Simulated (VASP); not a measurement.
Here is a VASP 6.6.1 calculation.

INCAR

```
SYSTEM = Al
PREC = Accurate ; ENCUT = 520
EDIFF = 1E-6 ; ISMEAR = 0
SIGMA = 0.15 ; LREAL = .FALSE.
LASPH = .TRUE. ; NELM = 80
ALGO = Fast ; ISIF = 2
LWAVE = .FALSE. ; LCHARG = .FALSE.
GGA = PE ; IVDW = 12
NBANDS = 8
```

Contents of KPOINTS:

```
Automatic mesh
0
G
  20 20 20
  0 0 0
```

The input POSCAR:

```
Al
1.0
   -0.0464903655      1.9910220790      1.8516505335
    1.9445317135      0.0000000000      1.8051601679
    1.9910220790      1.9910220790     -0.0464903655
Al
1
Direct
    0.0000000000      0.0000000000      0.0000000000
```

Potentials or basis: VASP PAW PBE potentials, release 64 (Al).

Launch:

```bash
$ cat potpaw_PBE.64/Al/POTCAR > POTCAR
$ mpirun -np 1 vasp_std > vasp.out
```

(1) Estimate the dispersion energy per atom.

(2) Estimate the band gap on the k mesh.

(3) Estimate the pressure.

Results:

(1) -0.380 eV.

(2) zero (an odd number of electrons rules out a gap without spin polarisation).

(3) 8.2 GPa.

Caveat: the cell differs from its parent crystal (engineering shear strain xz -0.0467, normal strain along z -0.0700); the cell stands under pressure.
